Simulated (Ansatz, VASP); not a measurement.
Cs in VASP and in Ansatz

```xyz
1
Lattice="-3.1098 3.1417 3.1188 3.0836 -3.1315 3.0823 3.1208 3.1425 -3.1085" Properties=species:S:1:pos:R:3 pbc="T T T"
Cs    0.0000    0.0000    0.0000
```

Alike in both runs: task single point; functional PBE; dispersion D3(BJ); k mesh 4 × 4 × 4; no spin polarisation.

```csv
,VASP,Ansatz
version,VASP 6.6.1,Ansatz 0.2.0
potentials or method,"VASP PAW PBE potentials, release 64 (Cs_sv), cutoff 520 eV","scalar-relativistic, plane waves, PAW"
occupations,"methfessel-paxton of order 1, width 0.136057 eV",methfessel-paxton of order 1
valence electrons in the cell,9,9
```

```csv
,VASP,Ansatz,Ansatz less VASP
gap on the k mesh at the Fermi level (eV),none,none,-
pressure (GPa),-0.1,-0.1,+0.01
```

A gap of «none» marks a metal or a gap that the smearing closes.

Spin-orbit coupling is off throughout.
